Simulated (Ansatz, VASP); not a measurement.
**Two plane-wave programs on Os**

```
Os
1.0
     2.73410    0.00000    0.00000
    -1.36705    2.36780    0.00000
     0.00000    0.00000    4.31970
Os
2
Direct
  0.66667 0.33333 0.75000
  0.33333 0.66667 0.25000
```

Alike in both runs: task relaxation of cell and atoms; functional BLYP; dispersion D3(BJ); k mesh 11 × 11 × 6; occupations fermi-dirac, width 0.05 eV; no spin polarisation.

|  | VASP | Ansatz |
| --- | --- | --- |
| version | VASP 6.6.1 | Ansatz 0.2.0 |
| potentials or method | VASP PAW PBE potentials, release 64 (Os) | Ansatz PAW |
| plane-wave cutoff (eV) | 600 | 420 |
| valence electrons in the cell | 16 | 32 |

Ansatz gave:

- gap on the k mesh at the Fermi level, each at its own relaxed structure (eV): none
- relaxed volume (Å³/atom): 14.22
- relaxed cell length with the largest relative difference (Å): 2.750

Task: What did VASP give for the same quantities?

Result: gap on the k mesh at the Fermi level, each at its own relaxed structure (eV): none; relaxed volume (Å³/atom): 14.34; relaxed cell length with the largest relative difference (Å): 2.758.

VASP's potentials were made for PBE, not for BLYP. A gap of «none» marks a metal or a gap that the smearing closes. VASP's potentials hold 16 valence electrons a cell and Ansatz's 32, so a difference there can come from the potentials and not from the codes.

Spin-orbit coupling is off throughout. Noted on Ansatz's run: the plane-wave basis is chosen anew once the cell has moved, so the energies of steps on either side of that aren't comparable.
